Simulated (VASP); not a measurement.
# W (Im-3m) in VASP: further runs

W is run at these levels: r2SCAN; tasks: single point, relaxation of cell and atoms.

All numbers are computed with VASP 6.6.1; they aren't measurements. Logs are shortened: lines on timing, memory, paths and dates and some standing lists are left out, and cuts for length are marked.

## 1. The cell of the first run

It takes space group Im-3m (No. 229, cubic). Conventional cell: a = 3.169 Å, b = 3.169 Å, c = 3.169 Å, α = 90.00°, β = 90.00°, γ = 90.00°. Within 3.6 Å of W (site symmetry m-3m) lie 14 W at 2.74 to 3.17 Å.

## 2. Single point, r2SCAN

Input file POSCAR:

```
W
1.0
   -1.5844554474      1.5844554474      1.5844554474
    1.5844554474     -1.5844554474      1.5844554474
    1.5844554474      1.5844554474     -1.5844554474
W
1
Direct
    0.0000000000      0.0000000000      0.0000000000
```

Input file INCAR.step1:

```
PREC = Accurate
ENCUT = 520
ISMEAR = -1
SIGMA = 0.1
LREAL = False
LASPH = True
NELM = 80
NBANDS = 13
GGA = PE
ALGO = Normal
EDIFF = 1E-4
LWAVE = True
LCHARG = False
```

Input file INCAR.step2:

```
PREC = Accurate
ENCUT = 520
EDIFF = 1E-6
ISMEAR = -1
SIGMA = 0.1
LREAL = False
LASPH = True
NELM = 80
ALGO = Normal
ISIF = 2
LWAVE = False
LCHARG = False
METAGGA = R2SCAN
LMIXTAU = True
NBANDS = 13
ISTART = 1
```

Input file KPOINTS:

```
Automatic mesh
0
Gamma
  15 15 15
```

Potentials or basis: VASP PAW PBE potentials, release 64 (W_sv).

The run is started by

```
$ cat potpaw_PBE.64/W_sv/POTCAR > POTCAR
$ cp INCAR.step1 INCAR
$ mpirun -np 1 vasp_std > vasp.out
$ cp INCAR.step2 INCAR
$ mpirun -np 1 vasp_std > vasp.out
```

OUTCAR:

```text
PREC = Accurate
   ENCUT = 520
   EDIFF = 1E-6
   ISMEAR = -1
   LREAL = False
   LASPH = True
   NELM = 80
   ISIF = 2
   METAGGA = R2SCAN
   ISTART = 1

 ion  position               nearest neighbor table
   1  0.000  0.000  0.000-

  LATTYP: Found a body centered cubic cell.
 ALAT       =     3.1689108948

  Lattice vectors:

 A1 = (  -1.5844554474,   1.5844554474,   1.5844554474)
 A2 = (   1.5844554474,  -1.5844554474,   1.5844554474)
 A3 = (   1.5844554474,   1.5844554474,  -1.5844554474)

Analysis of symmetry for initial positions (statically):
=====================================================================
 Subroutine PRICEL returns:
 Original cell was already a primitive cell.

 Routine SETGRP: Setting up the symmetry group for a
 body centered cubic supercell.

 Subroutine GETGRP returns: Found 48 space group operations
 (whereof 48 operations were pure point group operations)
 out of a pool of 48 trial point group operations.

The static configuration has the point symmetry O_h .

Analysis of symmetry for dynamics (positions and initial velocities):
=====================================================================
 Subroutine PRICEL returns:
 Original cell was already a primitive cell.

 Routine SETGRP: Setting up the symmetry group for a
 body centered cubic supercell.

 Subroutine GETGRP returns: Found 48 space group operations
 (whereof 48 operations were pure point group operations)
 out of a pool of 48 trial point group operations.

The dynamic configuration has the point symmetry O_h .

 Subroutine INISYM returns: Found 48 space group operations
 (whereof 48 operations are pure point group operations),
 and found     1 'primitive' translations

----------------------------------------------------------------------------------------

                                     Primitive cell

  volume of cell :      15.9111

  direct lattice vectors                    reciprocal lattice vectors
    -1.584455447  1.584455447  1.584455447     0.000000000  0.315565831  0.315565831
     1.584455447 -1.584455447  1.584455447     0.315565831  0.000000000  0.315565831
     1.584455447  1.584455447 -1.584455447     0.315565831  0.315565831  0.000000000

  length of vectors
     2.744357337  2.744357337  2.744357337     0.446277478  0.446277478  0.446277478

  position of ions in fractional coordinates (direct lattice)
     0.000000000  0.000000000  0.000000000

  ion indices of the primitive-cell ions
   primitive index   ion index
                 1           1

----------------------------------------------------------------------------------------

 KPOINTS: Automatic mesh

Automatic generation of k-mesh.
 Grid dimensions read from file:
 generate k-points for:   15   15   15

 Generating k-lattice:

  Cartesian coordinates                     Fractional coordinates (reciprocal lattice)
     0.000000000  0.021037722  0.021037722     0.066666667  0.000000000  0.000000000
     0.021037722  0.000000000  0.021037722     0.000000000  0.066666667  0.000000000
     0.021037722  0.021037722  0.000000000     0.000000000  0.000000000  0.066666667

  Length of vectors
     0.029751832  0.029751832  0.029751832

  Shift w.r.t. Gamma in fractional coordinates (k-lattice)
     0.000000000  0.000000000  0.000000000

 Subroutine IBZKPT returns following result:
 ===========================================

 Found    120 irreducible k-points:

 Following reciprocal coordinates:
            Coordinates               Weight
  0.000000  0.000000  0.000000      1.000000
  0.066667  0.000000  0.000000     12.000000
  0.133333  0.000000  0.000000     12.000000
  0.200000  0.000000  0.000000     12.000000
  0.266667  0.000000  0.000000     12.000000
  0.333333  0.000000  0.000000     12.000000
[... 16 lines left out ...]
  0.333333  0.200000  0.000000     48.000000
  0.400000  0.200000  0.000000     24.000000
 [... further k-points ...]
   k-points           NKPTS =    120   k-points in BZ     NKDIM =    120   number of bands    NBANDS=     13
   number of dos      NEDOS =    301   number of ions     NIONS =      1
   total plane-waves  NPLWV =   8000
   dimension x,y,z NGX =    20 NGY =   20 NGZ =   20
   dimension x,y,z NGXF=    40 NGYF=   40 NGZF=   40
   ions per type =               1
   NGX,Y,Z   is equivalent  to a cutoff of  12.12, 12.12, 12.12 a.u.
   NGXF,Y,Z  is equivalent  to a cutoff of  24.23, 24.23, 24.23 a.u.
 SYSTEM =  unknown system
   PREC   = accura    normal or accurate (medium, high low for compatibility)
   ISTART =      1    job   : 0-new  1-cont  2-samecut
   ICHARG =      0    charge: 1-file 2-atom 10-const
   ISPIN  =      1    spin polarized calculation?
   LNONCOLLINEAR =      F non collinear calculations
   LSORBIT =      F    spin-orbit coupling
   LASPH  =      T    aspherical Exc in radial PAW
   ENCUT  =  520.0 eV  38.22 Ry    6.18 a.u.   5.10  5.10  5.10*2*pi/ulx,y,z
   NELM   =     80;   NELMIN=  2; NELMDL=  0     # of ELM steps
   EDIFF  = 0.1E-05   stopping-criterion for ELM
   LREAL  =      F    real-space projection
   EDIFFG = 0.1E-04   stopping-criterion for IOM
   NSW    =      0    number of steps for IOM
   IBRION =     -1    ionic relax: 0-MD 1-quasi-New 2-CG
   NFREE  =      0    steps in history (QN), initial steepest desc. (CG)
   ISIF   =      2    stress and relaxation
   ISYM   =      2    0-nonsym 1-usesym 2-fastsym
   POTIM  = 0.5000    time-step for ionic-motion
   TEBEG  =    0.0;   TEEND  =   0.0 temperature during run
   PSTRESS=    0.0 pullay stress
   NELECT =      14.0000    total number of electrons
   NUPDOWN=      -1.0000    fix difference up-down
   EMIN   =  10.00;   EMAX   =-10.00  energy-range for DOS
   EFERMI =   0.00;   METHOD = LEGACY
   ISMEAR =    -1;   SIGMA  =   0.10  broadening in eV -4-tet -1-fermi 0-gaus
   EFERMI_NEDOS =   21; number of points for ismear=-14 and -15
   IALGO  =     38    algorithm
   IMIX   =      4    mixing-type and parameters
     AMIX     =   0.40;   BMIX     =  1.00
     AMIX_MAG =   1.60;   BMIX_MAG =  1.00
  volume/ion in A,a.u.               =      15.91       107.37
  Fermi-wavevector in a.u.,A,eV,Ry     =   1.568739  2.964488 33.483168  2.460943
  Thomas-Fermi vector in A             =   2.670726
   LORBIT       =      0    0 simple, 1 ext, 2 COOP (PROOUT), +10 PAW based schemes
   METAGGA = R2SCAN    functional components
   LHFCALC =     F    Hartree Fock is set to
   AEXX    =    0.0000 exact exchange contribution
   IVDW    =     0    specifies the selected vdW correction
   LEPSILON=     F    determine dielectric tensor
   LRPA    =     F    only Hartree local field effects (RPA)
 non-spin polarized calculation
  energy-cutoff  :      520.00
  volume of cell :       15.91
 maximum number of plane-waves:       442
   NGX = 11   NGY = 11   NGZ = 11

 number of electron      14.0000003 magnetization

 Free energy of the ion-electron system (eV)
  ---------------------------------------------------
  ext. energy  EPLUGINS =         0.00000000
  ---------------------------------------------------
  free energy    TOTEN  =       -51.35690447 eV

  energy without entropy =      -51.34448607  energy(sigma->0) =      -51.35069527

 E-fermi :  11.1951     XC(G=0): -14.9358

 val. band max:       11.1504424397   @ k =  -0.3333   0.4000   0.2667
 cond. band min:      11.3655683464   @ k =   0.4667   0.0667   0.0000
 fundamental gap:      0.2151259067
 Fermi energy:        11.1951481917

 k-point     1 :       0.0000    0.0000    0.0000
  band No.  band energies     occupation
      1     -64.8865      2.00000
      2     -27.7516      2.00000
      3     -27.7516      2.00000
      4     -27.7516      2.00000
      5       1.1278      2.00000
      6       9.9587      1.99999
      7       9.9587      1.99999
      8       9.9587      1.99999
      9      13.7890      0.00000
     10      13.7890      0.00000
     11      26.4860      0.00000
     12      26.4860      0.00000
     13      26.4860      0.00000

 k-point     2 :       0.0667    0.0000    0.0000
  band No.  band energies     occupation
      1     -64.8801      2.00000
      2     -27.8151      2.00000
      3     -27.7713      2.00000
      4     -27.7519      2.00000
      5       1.3513      2.00000
      6       9.8214      2.00000
      7       9.9249      1.99999
      8      10.1738      1.99993
      9      13.5702      0.00000
     10      13.7885      0.00000
     11      26.6742      0.00000
     12      26.8671      0.00000
     13      27.0206      0.00000

 k-point     3 :       0.1333    0.0000    0.0000
  band No.  band energies     occupation
      1     -64.8621      2.00000
      2     -27.9919      2.00000
      3     -27.8264      2.00000
      4     -27.7528      2.00000
      5       1.9857      2.00000
      6       9.4550      2.00000
      7       9.7736      2.00000
      8      10.8083      1.95908
      9      13.1651      0.00000
     10      13.8029      0.00000
     11      27.0915      0.00000
     12      27.9610      0.00000
     13      28.2597      0.00000
[... 305 lines left out ...]
 k-point    23 :       0.3333    0.2000    0.0000
  band No.  band energies     occupation
      1     -64.7312      2.00000
      2     -28.9236      2.00000
      3     -28.3474      2.00000
      4     -27.8872      2.00000
      5       5.9476      2.00000
      6       7.7948      2.00000
      7       9.4329      2.00000
      8      13.4014      0.00000
      9      14.7632      0.00000
     10      19.0790      0.00000
     11      21.9062      0.00000
     12      25.4837      0.00000
     13      28.1944      0.00000

 k-point    24 :       0.4000    0.2000    0.0000
  band No.  band energies     occupation
      1     -64.7260      2.00000
      2     -28.9453      2.00000
      3     -28.3844      2.00000
      4     -27.8898      2.00000
      5       5.9368      2.00000
      6       7.7696      2.00000
      7       9.7189      2.00000
      8      13.4614      0.00000
      9      14.9323      0.00000
     10      19.8384      0.00000
     11      21.1099      0.00000
     12      24.9449      0.00000
     13      28.0523      0.00000

 [... further k-points ...]
[... 5 lines left out ...]
  --------------------------------------------------------------------------------------
  -------------------------------------------------------------------------------------
  Total        0.1194626      0.1194626      0.1194626      0.0000000     -0.0000000      0.0000000
  in kB       12.0293596     12.0293596     12.0293596      0.0000000     -0.0000000      0.0000000
  external PRESSURE =      12.0293596 kB  Pullay stress =       0.0000000 kB

 VOLUME and BASIS-vectors are now :
 -----------------------------------------------------------------------------
  energy-cutoff  :      520.00
  volume of cell :       15.91
      direct lattice vectors                 reciprocal lattice vectors
    -1.584455447  1.584455447  1.584455447     0.000000000  0.315565831  0.315565831
     1.584455447 -1.584455447  1.584455447     0.315565831  0.000000000  0.315565831
     1.584455447  1.584455447 -1.584455447     0.315565831  0.315565831  0.000000000

 POSITION                                       TOTAL-FORCE (eV/Angst)
 -----------------------------------------------------------------------------------
      0.00000      0.00000      0.00000         0.000000     -0.000000      0.000000
 -----------------------------------------------------------------------------------
    total drift:                                0.000000     -0.000000      0.000000

  FREE ENERGIE OF THE ION-ELECTRON SYSTEM (eV)
  ---------------------------------------------------
  free  energy   TOTEN  =       -51.3569044706 eV

  energy  without entropy=      -51.3444860662  energy(sigma->0) =      -51.35069527
```

Run time: 89 s. Hardware: 1 thread of Intel Xeon 8259CL, shared host; peak memory 0.14 GiB.

Results:

```yaml
Free_energy: -51.3569 eV
Pressure: 1.2 GPa
Band_gap_on_the_k_mesh: zero (bands 7 and 8 overlap by 6.05 eV)
```

Caveat: the PAW data sets were made with another functional, which shifts forces and pressure a little; spin-orbit coupling is left out, which moves the levels of the heavy elements.

## 3. Relaxation of cell and atoms, r2SCAN

This run uses another cell than the first one, of 16.83 Å³/atom.

Input file POSCAR:

```
W
1.0
   -1.6143300600      1.6143300600      1.6143300600
    1.6143300600     -1.6143300600      1.6143300600
    1.6143300600      1.6143300600     -1.6143300600
W
1
Direct
    0.0000000000      0.0000000000      0.0000000000
```

Input file INCAR.step1:

```
PREC = Accurate
ENCUT = 600
ISMEAR = -1
SIGMA = 0.1
LREAL = False
LASPH = True
NELM = 60
GGA = PE
ALGO = Normal
EDIFF = 1E-4
LWAVE = True
LCHARG = False
```

Input file INCAR.step2:

```
PREC = Accurate
ENCUT = 600
EDIFF = 1E-6
ISMEAR = -1
SIGMA = 0.1
LREAL = False
LASPH = True
NELM = 60
ALGO = Normal
ISIF = 3
LWAVE = False
LCHARG = False
METAGGA = R2SCAN
LMIXTAU = True
IBRION = 2
NSW = 80
EDIFFG = -0.01
ISTART = 1
```

Input file KPOINTS:

```
regular mesh
0
Gamma
  15 15 15
```

Potentials or basis: VASP PAW PBE potentials, release 64 (W_sv).

The run is started by

```
$ cat potpaw_PBE.64/W_sv/POTCAR > POTCAR
$ cp INCAR.step1 INCAR
$ mpirun -np 1 vasp_std > vasp.out
$ cp INCAR.step2 INCAR
$ mpirun -np 1 vasp_std > vasp.out
```

It took 6.1 min on 1 thread of Intel Xeon 8259CL, shared host; peak memory 0.18 GiB.

It converged, with:

```
Free energy                           : -51.3579 eV
Relaxed volume                        : 15.97 Å³/atom
Relaxed cell                          : a = 2.748 Å, b = 2.748 Å, c = 2.748 Å, α = 109.47°, β = 109.47°, γ = 109.47°
Space group after relaxing (to 0.1 Å) : Im-3m (No. 229)
Pressure after relaxing               : 0.1 GPa
Band gap on the k mesh                : zero (bands 7 and 8 overlap by 6.02 eV)
```

Final structure:
```
CELL_PARAMETERS angstrom
-1.58639 1.58639 1.58639
1.58639 -1.58639 1.58639
1.58639 1.58639 -1.58639
ATOMIC_POSITIONS crystal
W 0.00000 0.00000 0.00000
```

Levels at points of the mesh, in eV from the Fermi level:
```tsv
k point	band 3	band 4	band 5	band 6	band 7	band 8	band 9	band 10	band 11
(0.00, 0.00, 0.00)	-38.96	-38.96	-10.05	-1.23	-1.23	-1.23	2.59	2.59	15.28
```

Caveat: the PAW data sets were made with another functional, which shifts forces and pressure a little; spin-orbit coupling is left out, which moves the levels of the heavy elements.
